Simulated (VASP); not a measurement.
# Ni (Fm-3m) in VASP: a series of runs

Ni is run at these levels: r2SCAN; tasks: electric field gradients.

Program: VASP 6.6.1. These are calculated values, not measurements. Logs are shortened: lines on timing, memory, paths and dates and some standing lists are left out, and cuts for length are marked.

### Step 1. The cell of the first run

Symmetry: Fm-3m, No. 225, cubic system. Conventional cell: a = 3.478 Å, b = 3.478 Å, c = 3.478 Å, α = 90.00°, β = 90.00°, γ = 90.00°. Ni (site symmetry m-3m) has 12 Ni at 2.46 Å within 3.2 Å.

### Step 2. Electric field gradients, r2SCAN, collinear spin, ferromagnetic start

Input file POSCAR:

```
Ni
1.0
    0.0000000000      1.7392116818      1.7392116818
    1.7392116818      0.0000000000      1.7392116818
    1.7392116818      1.7392116818      0.0000000000
Ni
1
Direct
    0.0000000000      0.0000000000      0.0000000000
```

Input file INCAR.step1:

```
SYSTEM = Ni
ALGO = Normal ; EDIFF = 1E-4
ENCUT = 520 ; GGA = PE
ISMEAR = 0 ; ISPIN = 2
LASPH = .True. ; LCHARG = .False.
LMAXMIX = 4 ; LREAL = .False.
LWAVE = .True. ; MAGMOM = 0.9
NBANDS = 15 ; NELM = 150
PREC = Accurate ; SIGMA = 0.05
```

Input file INCAR.step2:

```
SYSTEM = Ni
ALGO = Normal ; EDIFF = 1E-8
ENCUT = 520 ; ISIF = 2
ISMEAR = 0 ; ISPIN = 2
ISTART = 1 ; LASPH = .True.
LCHARG = .False. ; LEFG = .True.
LMAXMIX = 4 ; LMIXTAU = .True.
LORBIT = 11 ; LREAL = .False.
LWAVE = .False. ; MAGMOM = 0.9
METAGGA = R2SCAN ; NBANDS = 15
NELM = 150 ; PREC = Accurate
SIGMA = 0.05
```

Input file KPOINTS:

```
k-points
0
Gamma
  22 22 22
  0 0 0
```

Potentials or basis: VASP PAW PBE potentials, release 64 (Ni).

Run with:

```console
cat potpaw_PBE.64/Ni/POTCAR > POTCAR
cp INCAR.step1 INCAR
mpirun -np 1 vasp_std > vasp.out
cp INCAR.step2 INCAR
mpirun -np 1 vasp_std > vasp.out
```

OUTCAR:

```text
SYSTEM = Ni
   EDIFF = 1E-8
   ENCUT = 520
   ISIF = 2
   ISMEAR = 0
   ISPIN = 2
   ISTART = 1
   LASPH = .True.
   LORBIT = 11
   LREAL = .False.
   METAGGA = R2SCAN
   NELM = 150
   PREC = Accurate

 ion  position               nearest neighbor table
   1  0.000  0.000  0.000-

  LATTYP: Found a face centered cubic cell.
 ALAT       =     3.4784233636

  Lattice vectors:

 A1 = (   0.0000000000,   1.7392116818,   1.7392116818)
 A2 = (   1.7392116818,   0.0000000000,   1.7392116818)
 A3 = (   1.7392116818,   1.7392116818,   0.0000000000)

Analysis of symmetry for initial positions (statically):
=====================================================================
 Subroutine PRICEL returns:
 Original cell was already a primitive cell.

 Routine SETGRP: Setting up the symmetry group for a
 face centered cubic supercell.

 Subroutine GETGRP returns: Found 48 space group operations
 (whereof 48 operations were pure point group operations)
 out of a pool of 48 trial point group operations.

The static configuration has the point symmetry O_h .

Analysis of symmetry for dynamics (positions and initial velocities):
=====================================================================
 Subroutine PRICEL returns:
 Original cell was already a primitive cell.

 Routine SETGRP: Setting up the symmetry group for a
 face centered cubic supercell.

 Subroutine GETGRP returns: Found 48 space group operations
 (whereof 48 operations were pure point group operations)
 out of a pool of 48 trial point group operations.

The dynamic configuration has the point symmetry O_h .

Analysis of structural, dynamic, and magnetic symmetry:
=====================================================================
 Subroutine PRICEL returns:
 Original cell was already a primitive cell.

 Routine SETGRP: Setting up the symmetry group for a
 face centered cubic supercell.

 Subroutine GETGRP returns: Found 48 space group operations
 (whereof 48 operations were pure point group operations)
 out of a pool of 48 trial point group operations.

The overall configuration has the point symmetry O_h .

 Subroutine INISYM returns: Found 48 space group operations
 (whereof 48 operations are pure point group operations),
 and found     1 'primitive' translations

----------------------------------------------------------------------------------------

                                     Primitive cell

  volume of cell :      10.5217

  direct lattice vectors                    reciprocal lattice vectors
     0.000000000  1.739211682  1.739211682    -0.287486569  0.287486569  0.287486569
     1.739211682  0.000000000  1.739211682     0.287486569 -0.287486569  0.287486569
     1.739211682  1.739211682  0.000000000     0.287486569  0.287486569 -0.287486569

  length of vectors
     2.459616748  2.459616748  2.459616748     0.497941345  0.497941345  0.497941345

  position of ions in fractional coordinates (direct lattice)
     0.000000000  0.000000000  0.000000000

  ion indices of the primitive-cell ions
   primitive index   ion index
                 1           1

----------------------------------------------------------------------------------------

 KPOINTS: k-points

Automatic generation of k-mesh.
 Grid dimensions read from file:
 generate k-points for:   22   22   22

 Generating k-lattice:

  Cartesian coordinates                     Fractional coordinates (reciprocal lattice)
    -0.013067571  0.013067571  0.013067571     0.045454545  0.000000000  0.000000000
     0.013067571 -0.013067571  0.013067571     0.000000000  0.045454545  0.000000000
     0.013067571  0.013067571 -0.013067571     0.000000000  0.000000000  0.045454545

  Length of vectors
     0.022633697  0.022633697  0.022633697

  Shift w.r.t. Gamma in fractional coordinates (k-lattice)
     0.000000000  0.000000000  0.000000000

 Subroutine IBZKPT returns following result:
 ===========================================

 Found    328 irreducible k-points:

 Following reciprocal coordinates:
            Coordinates               Weight
  0.000000  0.000000  0.000000      1.000000
  0.045455  0.000000  0.000000      8.000000
  0.090909  0.000000  0.000000      8.000000
  0.136364  0.000000  0.000000      8.000000
  0.181818  0.000000  0.000000      8.000000
  0.227273  0.000000  0.000000      8.000000
[... 16 lines left out ...]
  0.500000  0.045455  0.000000     24.000000
 -0.454545  0.045455  0.000000     24.000000
 [... further k-points ...]
   k-points           NKPTS =    328   k-points in BZ     NKDIM =    328   number of bands    NBANDS=     15
   number of dos      NEDOS =    301   number of ions     NIONS =      1
   total plane-waves  NPLWV =   5832
   dimension x,y,z NGX =    18 NGY =   18 NGZ =   18
   dimension x,y,z NGXF=    36 NGYF=   36 NGZF=   36
   ions per type =               1
   NGX,Y,Z   is equivalent  to a cutoff of  12.17, 12.17, 12.17 a.u.
   NGXF,Y,Z  is equivalent  to a cutoff of  24.33, 24.33, 24.33 a.u.
 SYSTEM =  Ni
   PREC   = accura    normal or accurate (medium, high low for compatibility)
   ISTART =      1    job   : 0-new  1-cont  2-samecut
   ICHARG =      0    charge: 1-file 2-atom 10-const
   ISPIN  =      2    spin polarized calculation?
   LNONCOLLINEAR =      F non collinear calculations
   LSORBIT =      F    spin-orbit coupling
   LASPH  =      T    aspherical Exc in radial PAW
   ENCUT  =  520.0 eV  38.22 Ry    6.18 a.u.   4.57  4.57  4.57*2*pi/ulx,y,z
   NELM   =    150;   NELMIN=  2; NELMDL=  0     # of ELM steps
   EDIFF  = 0.1E-07   stopping-criterion for ELM
   LREAL  =      F    real-space projection
   EDIFFG = 0.1E-06   stopping-criterion for IOM
   NSW    =      0    number of steps for IOM
   IBRION =     -1    ionic relax: 0-MD 1-quasi-New 2-CG
   NFREE  =      0    steps in history (QN), initial steepest desc. (CG)
   ISIF   =      2    stress and relaxation
   ISYM   =      2    0-nonsym 1-usesym 2-fastsym
   POTIM  = 0.5000    time-step for ionic-motion
   TEBEG  =    0.0;   TEEND  =   0.0 temperature during run
   PSTRESS=    0.0 pullay stress
   NELECT =      10.0000    total number of electrons
   NUPDOWN=      -1.0000    fix difference up-down
   EMIN   =  10.00;   EMAX   =-10.00  energy-range for DOS
   EFERMI =   0.00;   METHOD = LEGACY
   ISMEAR =     0;   SIGMA  =   0.05  broadening in eV -4-tet -1-fermi 0-gaus
   EFERMI_NEDOS =   21; number of points for ismear=-14 and -15
   IALGO  =     38    algorithm
   IMIX   =      4    mixing-type and parameters
     AMIX     =   0.40;   BMIX     =  1.00
     AMIX_MAG =   1.60;   BMIX_MAG =  1.00
  volume/ion in A,a.u.               =      10.52        71.00
  Fermi-wavevector in a.u.,A,eV,Ry     =   1.609579  3.041664 35.249234  2.590746
  Thomas-Fermi vector in A             =   2.705267
   LORBIT       =     11    0 simple, 1 ext, 2 COOP (PROOUT), +10 PAW based schemes
   METAGGA = R2SCAN    functional components
   LHFCALC =     F    Hartree Fock is set to
   AEXX    =    0.0000 exact exchange contribution
   IVDW    =     0    specifies the selected vdW correction
   LEPSILON=     F    determine dielectric tensor
   LRPA    =     F    only Hartree local field effects (RPA)
 spin polarized calculation
 Gauss-broadening in eV      SIGMA  =   0.05
  energy-cutoff  :      520.00
  volume of cell :       10.52
 maximum number of plane-waves:       296
   NGX =  9   NGY =  9   NGZ =  9

 number of electron      10.0000000 magnetization       0.7285223

 Free energy of the ion-electron system (eV)
  ---------------------------------------------------
  ext. energy  EPLUGINS =         0.00000000
  ---------------------------------------------------
  free energy    TOTEN  =       -11.94356085 eV

  energy without entropy =      -11.94187717  energy(sigma->0) =      -11.94271901

 E-fermi :   9.8169     XC(G=0): -14.6171

 val. band max:        9.8081611575   @ k =  -0.3636   0.2727   0.0000
 cond. band min:       9.8172750741   @ k =   0.4545   0.0909   0.0455
 fundamental gap:      0.0091139166
 Fermi energy:         9.8169066413

 spin component 1

 k-point     1 :       0.0000    0.0000    0.0000
  band No.  band energies     occupation
      1       0.1462      1.00000
      2       6.7656      1.00000
      3       6.7656      1.00000
      4       6.7656      1.00000
      5       8.1104      1.00000
      6       8.1104      1.00000
      7      34.6329      0.00000
      8      39.0521      0.00000
      9      39.0521      0.00000
     10      39.0525      0.00000
     11      41.7872      0.00000
     12      41.7873      0.00000
     13      41.7873      0.00000
     14      45.1463      0.00000
     15      51.8071      0.00000
[... 397 lines left out ...]
 k-point    24 :      -0.4545    0.0455    0.0000
  band No.  band energies     occupation
      1       4.3633      1.00000
      2       6.8167      1.00000
      3       6.8769      1.00000
      4       8.2870      1.00000
      5       8.6995      1.00000
      6       9.6820      0.99993
      7      15.9595      0.00000
      8      32.5799      0.00000
      9      35.0567      0.00000
     10      35.7300      0.00000
     11      39.2093      0.00000
     12      39.9594      0.00000
     13      45.8072      0.00000
     14      52.5588      0.00000
     15      57.5565      0.00000

 [... further k-points ...]

 spin component 2

 k-point     1 :       0.0000    0.0000    0.0000
  band No.  band energies     occupation
      1      -0.0997      1.00000
      2       8.0965      1.00000
      3       8.0965      1.00000
      4       8.0966      1.00000
      5       8.8680      1.00000
      6       8.8680      1.00000
      7      34.3799      0.00000
      8      39.1654      0.00000
      9      39.1656      0.00000
     10      39.1656      0.00000
     11      42.0901      0.00000
     12      42.0902      0.00000
     13      42.0902      0.00000
     14      45.2387      0.00000
     15      52.6437      0.00000
[... 397 lines left out ...]
 k-point    24 :      -0.4545    0.0455    0.0000
  band No.  band energies     occupation
      1       5.0226      1.00000
      2       7.7067      1.00000
      3       7.7933      1.00000
      4       8.7619      1.00000
      5       9.9429      0.00018
      6      10.3187      0.00000
      7      16.6185      0.00000
      8      32.5241      0.00000
      9      35.2814      0.00000
     10      35.9898      0.00000
     11      39.3925      0.00000
     12      40.1299      0.00000
     13      46.1901      0.00000
     14      55.2125      0.00000
     15      57.9553      0.00000

 [... further k-points ...]

------------------------ aborting loop because EDIFF is reached ----------------------------------------

  FORCE on cell =-STRESS in cart. coord.  units (eV):
  Direction    XX          YY          ZZ          XY          YZ          ZX
  --------------------------------------------------------------------------------------
  -------------------------------------------------------------------------------------
  Total        0.0114722      0.0114722      0.0114722     -0.0000000     -0.0000000      0.0000000
  in kB        1.7469140      1.7469140      1.7469140     -0.0000000     -0.0000000      0.0000000
  external PRESSURE =       1.7469140 kB  Pullay stress =       0.0000000 kB

 VOLUME and BASIS-vectors are now :
 -----------------------------------------------------------------------------
  energy-cutoff  :      520.00
  volume of cell :       10.52
      direct lattice vectors                 reciprocal lattice vectors
     0.000000000  1.739211682  1.739211682    -0.287486569  0.287486569  0.287486569
     1.739211682  0.000000000  1.739211682     0.287486569 -0.287486569  0.287486569
     1.739211682  1.739211682  0.000000000     0.287486569  0.287486569 -0.287486569

 POSITION                                       TOTAL-FORCE (eV/Angst)
 -----------------------------------------------------------------------------------
      0.00000      0.00000      0.00000         0.000000      0.000000      0.000000
 -----------------------------------------------------------------------------------
    total drift:                                0.000000     -0.000000     -0.000000

  FREE ENERGIE OF THE ION-ELECTRON SYSTEM (eV)
  ---------------------------------------------------
  free  energy   TOTEN  =       -11.9435608489 eV

  energy  without entropy=      -11.9418771697  energy(sigma->0) =      -11.94271901

 Electric field gradients (V/A^2)
---------------------------------------------------------------------
 ion       V_xx      V_yy      V_zz      V_xy      V_xz      V_yz
---------------------------------------------------------------------
   1      -0.000    -0.000    -0.000    -0.000    -0.000    -0.000
---------------------------------------------------------------------

 Electric field gradients after diagonalization (V/A^2)
 (convention: |V_zz| > |V_xx| > |V_yy|)
----------------------------------------------------------------------
 ion       V_xx      V_yy      V_zz     asymmetry (V_yy - V_xx)/ V_zz
----------------------------------------------------------------------
   1       0.000     0.000    -0.000       0.000
----------------------------------------------------------------------

           NMR quadrupolar parameters

 Cq : quadrupolar parameter    Cq=e*Q*V_zz/h
 eta: asymmetry parameters     (V_yy - V_xx)/ V_zz
 Q  : nuclear electric quadrupole moment in mb (millibarn)
----------------------------------------------------------------------
 ion       Cq(MHz)       eta       Q (mb)
----------------------------------------------------------------------
   1      -0.000       0.000       1.000
----------------------------------------------------------------------

 total charge

# of ion       s       p       d       tot
------------------------------------------
    1        0.529   0.550   8.328   9.407

 magnetization (x)

# of ion       s       p       d       tot
------------------------------------------
    1       -0.010  -0.042   0.798   0.746
```

Run time: 3.6 min. Hardware: 1 thread of Intel Xeon 6975P-C (Granite Rapids), shared host; peak memory 0.19 GiB.

Results:

- Free energy: -11.9436 eV
- Pressure: 0.2 GPa
- Net moment: 0.73 μB per cell
- Site moments: Ni +0.75 μB
- Largest electric field gradient by atom: under 0.05 V/Å² on every atom
- Valence electrons inside the program's atomic spheres: Ni 9.41

Levels at points of the mesh, in eV from the Fermi level:
Spin up:
```csv
k point,band 2,band 3,band 4,band 5,band 6,band 7,band 8,band 9
"(0.00, 0.00, 0.00)",-3.05,-3.05,-3.05,-1.71,-1.71,24.82,29.24,29.24
"(0.50, 0.00, 0.00)",-2.98,-2.98,-1.08,-1.08,-0.49,5.87,23.24,26.22
"(0.50, 0.50, 0.00)",-4.91,-0.99,-0.99,-0.96,2.49,9.63,15.72,15.72
```
Spin down:
```
           k point  band 2  band 3  band 4  band 5  band 6  band 7
(0.00, 0.00, 0.00)   -1.72   -1.72   -1.72   -0.95   -0.95   24.56
(0.50, 0.00, 0.00)   -2.06   -2.06   -0.70    0.17    0.17    6.57
(0.50, 0.50, 0.00)   -3.88   -0.17    0.54    0.54    2.24    9.98
```

Caveat: the PAW data sets were made with another functional, which shifts forces and pressure a little.

(Continued in part 2 of 2.)
